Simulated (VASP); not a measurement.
# InAs (zincblende type) (F-43m) in VASP: single point with PBE

Aim: the single point of InAs (zincblende type) with PBE.

All numbers are computed with VASP 6.6.1; they aren't measurements. Logs are shortened: lines on timing, memory, paths and dates and some standing lists are left out, and cuts for length are marked.

### Step 1. The cell of the first run

Symmetry: F-43m, No. 216, cubic system. The conventional cell has a = 6.187 Å, b = 6.187 Å, c = 6.187 Å, α = 90.00°, β = 90.00°, γ = 90.00°. Within 3.5 Å of In (site symmetry -43m) lie 4 As at 2.68 Å. Within 3.5 Å of As (site symmetry -43m) lie 4 In at 2.68 Å.

### Step 2. Single point, PBE

INCAR

```
ALGO = Normal
EDIFF = 1E-6
ENCUT = 520
GGA = PE
ISIF = 2
ISMEAR = -1
LASPH = True
LCHARG = False
LREAL = False
LWAVE = False
NBANDS = 26
NELM = 100
PREC = Accurate
SIGMA = 0.02
```

KPOINTS

```
k-points
0
Gamma
  6 4 6
```

POSCAR

```
InAs
1.0
   -3.0934757629      3.0934757629      0.0000000000
    0.0000000000      0.0000000000      6.1869515259
    3.0934757629      3.0934757629      0.0000000000
In As
2 2
Direct
    0.0000000000      0.0000000000      0.0000000000
    0.5000000000      0.5000000000      0.5000000000
    0.0000000000      0.2500000000      0.5000000000
    0.5000000000      0.7500000000      0.0000000000
```

Potentials or basis: VASP PAW PBE potentials, release 64 (In_d, As).

Run with:

```sh
cat potpaw_PBE.64/In_d/POTCAR potpaw_PBE.64/As/POTCAR > POTCAR
mpirun -np 1 vasp_std > vasp.out
```

OUTCAR:

```text
EDIFF = 1E-6
   ENCUT = 520
   GGA = PE
   ISIF = 2
   ISMEAR = -1
   LASPH = True
   LREAL = False
   NELM = 100
   PREC = Accurate

 ion  position               nearest neighbor table
   1  0.000  0.000  0.000-   3 2.68   4 2.68   3 2.68   4 2.68
   2  0.500  0.500  0.500-   3 2.68   4 2.68   4 2.68   3 2.68
   3  0.000  0.250  0.500-   1 2.68   2 2.68   1 2.68   2 2.68
   4  0.500  0.750  0.000-   1 2.68   2 2.68   2 2.68   1 2.68

  LATTYP: Found a simple tetragonal cell.
 ALAT       =     4.3748353788
 C/A-ratio  =     1.4142135624

  Lattice vectors:

 A1 = (   3.0934757629,  -3.0934757629,   0.0000000000)
 A2 = (   3.0934757629,   3.0934757629,   0.0000000000)
 A3 = (   0.0000000000,   0.0000000000,   6.1869515259)

Analysis of symmetry for initial positions (statically):
=====================================================================
 Subroutine PRICEL returns following result:

  LATTYP: Found a face centered cubic cell.
 ALAT       =     6.1869515258

  Lattice vectors:

 A1 = (   3.0934757629,   0.0000000000,   3.0934757629)
 A2 = (   3.0934757629,   3.0934757629,   0.0000000000)
 A3 = (   0.0000000000,   3.0934757629,   3.0934757630)

   2 primitive cells build up your supercell.

 Routine SETGRP: Setting up the symmetry group for a
 simple tetragonal supercell.

 Subroutine GETGRP returns: Found  8 space group operations
 (whereof  8 operations were pure point group operations)
 out of a pool of 16 trial point group operations.

The static configuration has the point symmetry D_2d.

Analysis of symmetry for dynamics (positions and initial velocities):
=====================================================================
 Subroutine PRICEL returns following result:

  LATTYP: Found a face centered cubic cell.
 ALAT       =     6.1869515258

  Lattice vectors:

 A1 = (   3.0934757629,   0.0000000000,   3.0934757629)
 A2 = (   3.0934757629,   3.0934757629,   0.0000000000)
 A3 = (   0.0000000000,   3.0934757629,   3.0934757630)

   2 primitive cells build up your supercell.

 Routine SETGRP: Setting up the symmetry group for a
 simple tetragonal supercell.

 Subroutine GETGRP returns: Found  8 space group operations
 (whereof  8 operations were pure point group operations)
 out of a pool of 16 trial point group operations.

The dynamic configuration has the point symmetry D_2d.

 Subroutine INISYM returns: Found  8 space group operations
 (whereof  8 operations are pure point group operations),
 and found     2 'primitive' translations

----------------------------------------------------------------------------------------

                                     Primitive cell

  volume of cell :      59.2066

  direct lattice vectors                    reciprocal lattice vectors
     3.093475763  0.000000000  3.093475763     0.161630489 -0.161630489  0.161630489
     3.093475763  3.093475763  0.000000000     0.161630489  0.161630489 -0.161630489
     0.000000000  3.093475763  3.093475763    -0.161630489  0.161630489  0.161630489

  length of vectors
     4.374835379  4.374835379  4.374835379     0.279952219  0.279952219  0.279952219

  position of ions in fractional coordinates (direct lattice)
     0.000000000  0.000000000  0.000000000
     0.250000000  0.250000000  0.250000000

  ion indices of the primitive-cell ions
   primitive index   ion index
                 1           1
                 2           3

----------------------------------------------------------------------------------------

 KPOINTS: k-points

Automatic generation of k-mesh.
 Grid dimensions read from file:
 generate k-points for:    6    4    6

 Generating k-lattice:

  Cartesian coordinates                     Fractional coordinates (reciprocal lattice)
    -0.026938415  0.026938415  0.000000000     0.166666667  0.000000000  0.000000000
     0.000000000  0.000000000  0.040407622     0.000000000  0.250000000  0.000000000
     0.026938415  0.026938415  0.000000000     0.000000000  0.000000000  0.166666667

  Length of vectors
     0.038096672  0.040407622  0.038096672

  Shift w.r.t. Gamma in fractional coordinates (k-lattice)
     0.000000000  0.000000000  0.000000000

 Subroutine IBZKPT returns following result:
 ===========================================

 Found     30 irreducible k-points:

 Following reciprocal coordinates:
            Coordinates               Weight
  0.000000  0.000000  0.000000      1.000000
  0.166667  0.000000  0.000000      4.000000
  0.333333  0.000000  0.000000      4.000000
  0.500000  0.000000  0.000000      2.000000
  0.000000  0.250000  0.000000      2.000000
  0.166667  0.250000  0.000000      8.000000
[... 16 lines left out ...]
  0.500000  0.000000  0.333333      4.000000
  0.333333  0.250000  0.333333      8.000000
 [... further k-points ...]
   k-points           NKPTS =     30   k-points in BZ     NKDIM =     30   number of bands    NBANDS=     26
   number of dos      NEDOS =    301   number of ions     NIONS =      4
   total plane-waves  NPLWV =  62208
   dimension x,y,z NGX =    36 NGY =   48 NGZ =   36
   dimension x,y,z NGXF=    72 NGYF=   96 NGZF=   72
   ions per type =               2   2
   NGX,Y,Z   is equivalent  to a cutoff of  13.68, 12.90, 13.68 a.u.
   NGXF,Y,Z  is equivalent  to a cutoff of  27.36, 25.80, 27.36 a.u.
 SYSTEM =  unknown system
   PREC   = accura    normal or accurate (medium, high low for compatibility)
   ISTART =      0    job   : 0-new  1-cont  2-samecut
   ICHARG =      2    charge: 1-file 2-atom 10-const
   ISPIN  =      1    spin polarized calculation?
   LNONCOLLINEAR =      F non collinear calculations
   LSORBIT =      F    spin-orbit coupling
   LASPH  =      T    aspherical Exc in radial PAW
   ENCUT  =  520.0 eV  38.22 Ry    6.18 a.u.   8.13 11.50  8.13*2*pi/ulx,y,z
   NELM   =    100;   NELMIN=  2; NELMDL= -5     # of ELM steps
   EDIFF  = 0.1E-05   stopping-criterion for ELM
   LREAL  =      F    real-space projection
   EDIFFG = 0.1E-04   stopping-criterion for IOM
   NSW    =      0    number of steps for IOM
   IBRION =     -1    ionic relax: 0-MD 1-quasi-New 2-CG
   NFREE  =      0    steps in history (QN), initial steepest desc. (CG)
   ISIF   =      2    stress and relaxation
   ISYM   =      2    0-nonsym 1-usesym 2-fastsym
   POTIM  = 0.5000    time-step for ionic-motion
   TEBEG  =    0.0;   TEEND  =   0.0 temperature during run
   PSTRESS=    0.0 pullay stress
   NELECT =      36.0000    total number of electrons
   NUPDOWN=      -1.0000    fix difference up-down
   EMIN   =  10.00;   EMAX   =-10.00  energy-range for DOS
   EFERMI =   0.00;   METHOD = LEGACY
   ISMEAR =    -1;   SIGMA  =   0.02  broadening in eV -4-tet -1-fermi 0-gaus
   EFERMI_NEDOS =   21; number of points for ismear=-14 and -15
   IALGO  =     38    algorithm
   IMIX   =      4    mixing-type and parameters
     AMIX     =   0.40;   BMIX     =  1.00
     AMIX_MAG =   1.60;   BMIX_MAG =  1.00
  volume/ion in A,a.u.               =      29.60       199.77
  Fermi-wavevector in a.u.,A,eV,Ry     =   1.100801  2.080213 16.487045  1.211764
  Thomas-Fermi vector in A             =   2.237218
   LORBIT       =      0    0 simple, 1 ext, 2 COOP (PROOUT), +10 PAW based schemes
   GGA     = PE    functional components
   LHFCALC =     F    Hartree Fock is set to
   AEXX    =    0.0000 exact exchange contribution
   IVDW    =     0    specifies the selected vdW correction
   LEPSILON=     F    determine dielectric tensor
   LRPA    =     F    only Hartree local field effects (RPA)
 non-spin polarized calculation
  energy-cutoff  :      520.00
  volume of cell :      118.41
 maximum number of plane-waves:      3227
 NGX is ok and might be reduce to    36
   NGX = 17   NGY = 23   NGZ = 17

 number of electron      35.9999985 magnetization

 Free energy of the ion-electron system (eV)
  ---------------------------------------------------
  ext. energy  EPLUGINS =         0.00000000
  ---------------------------------------------------
  free energy    TOTEN  =       -15.42770382 eV

  energy without entropy =      -15.42714321  energy(sigma->0) =      -15.42742351

 E-fermi :   3.8553     XC(G=0):  -8.7947

 val. band max:        3.8413373856   @ k =   0.0000   0.0000   0.0000
 cond. band min:       4.6514004412   @ k =   0.5000   0.5000   0.0000
 fundamental gap:      0.8100630555
 Fermi energy:         3.8552635300

 k-point     1 :       0.0000    0.0000    0.0000
  band No.  band energies     occupation
      1     -10.5689      2.00000
      2     -10.4279      2.00000
      3     -10.4279      2.00000
      4     -10.4273      2.00000
      5     -10.3645      2.00000
      6     -10.3645      2.00000
[... 18 lines left out ...]
     25      11.1157      0.00000
     26      12.6094      0.00000

 k-point     2 :       0.1667    0.0000    0.0000
  band No.  band energies     occupation
      1     -10.5604      2.00000
      2     -10.4458      2.00000
      3     -10.4234      2.00000
      4     -10.4199      2.00000
      5     -10.3742      2.00000
      6     -10.3685      2.00000
[... 18 lines left out ...]
     25      11.3945      0.00000
     26      11.7055      0.00000

 k-point     3 :       0.3333    0.0000    0.0000
  band No.  band energies     occupation
      1     -10.5419      2.00000
      2     -10.4844      2.00000
      3     -10.4114      2.00000
      4     -10.4066      2.00000
      5     -10.3889      2.00000
      6     -10.3798      2.00000
[... 18 lines left out ...]
     25      10.3198      0.00000
     26      10.3794      0.00000

 k-point     4 :       0.5000    0.0000    0.0000
  band No.  band energies     occupation
      1     -10.5186      2.00000
      2     -10.5186      2.00000
      3     -10.3978      2.00000
      4     -10.3978      2.00000
      5     -10.3954      2.00000
      6     -10.3954      2.00000
[... 18 lines left out ...]
     25       9.1809      0.00000
     26       9.1809      0.00000
[... 496 lines left out ...]
      1     -10.5552      2.00000
      2     -10.5381      2.00000
      3     -10.3822      2.00000
      4     -10.3808      2.00000
      5     -10.3802      2.00000
      6     -10.3685      2.00000
[... 18 lines left out ...]
     25      11.0001      0.00000
     26      11.0045      0.00000

 k-point    23 :       0.5000    0.0000    0.3333
  band No.  band energies     occupation
      1     -10.5573      2.00000
      2     -10.5573      2.00000
      3     -10.3739      2.00000
      4     -10.3739      2.00000
      5     -10.3704      2.00000
      6     -10.3704      2.00000
[... 18 lines left out ...]
     25      11.9926      0.00000
     26      11.9928      0.00000

 k-point    24 :       0.3333    0.2500    0.3333
  band No.  band energies     occupation
      1     -10.5472      2.00000
      2     -10.5337      2.00000
      3     -10.3895      2.00000
      4     -10.3861      2.00000
      5     -10.3822      2.00000
      6     -10.3756      2.00000
[... 18 lines left out ...]
     25      10.7999      0.00000
     26      10.9228      0.00000

 [... further k-points ...]

------------------------ aborting loop because EDIFF is reached ----------------------------------------

  FORCE on cell =-STRESS in cart. coord.  units (eV):
  Direction    XX          YY          ZZ          XY          YZ          ZX
  --------------------------------------------------------------------------------------
  -------------------------------------------------------------------------------------
  Total        0.0831834      0.0831834     -0.0065428      0.0000000      0.0000000      0.0000000
  in kB        1.1255037      1.1255037     -0.0885271      0.0000000      0.0000000      0.0000000
  external PRESSURE =       0.7208268 kB  Pullay stress =       0.0000000 kB

 VOLUME and BASIS-vectors are now :
 -----------------------------------------------------------------------------
  energy-cutoff  :      520.00
  volume of cell :      118.41
      direct lattice vectors                 reciprocal lattice vectors
    -3.093475763  3.093475763  0.000000000    -0.161630489  0.161630489  0.000000000
     0.000000000  0.000000000  6.186951526     0.000000000  0.000000000  0.161630489
     3.093475763  3.093475763  0.000000000     0.161630489  0.161630489  0.000000000

 POSITION                                       TOTAL-FORCE (eV/Angst)
 -----------------------------------------------------------------------------------
      0.00000      0.00000      0.00000         0.000000     -0.000000     -0.000000
      0.00000      3.09348      3.09348        -0.000000      0.000000     -0.000000
      1.54674      1.54674      1.54674         0.000000     -0.000000      0.000000
     -1.54674      1.54674      4.64021         0.000000     -0.000000      0.000000
 -----------------------------------------------------------------------------------
    total drift:                                0.000000      0.000000     -0.000000

  FREE ENERGIE OF THE ION-ELECTRON SYSTEM (eV)
  ---------------------------------------------------
  free  energy   TOTEN  =       -15.4277038189 eV

  energy  without entropy=      -15.4271432054  energy(sigma->0) =      -15.42742351
```

It took 2.6 min on 1 thread of Intel Xeon 8259CL, shared host; peak memory 0.29 GiB.

What came out:

* Free energy: -15.4277 eV
* Pressure: 0.1 GPa
* Band gap on the k mesh: zero (filled and empty bands touch)

Caveat: semilocal functionals underestimate gaps, so a narrow gap can read as zero; spin-orbit coupling is left out, which moves the levels of the heavy elements.
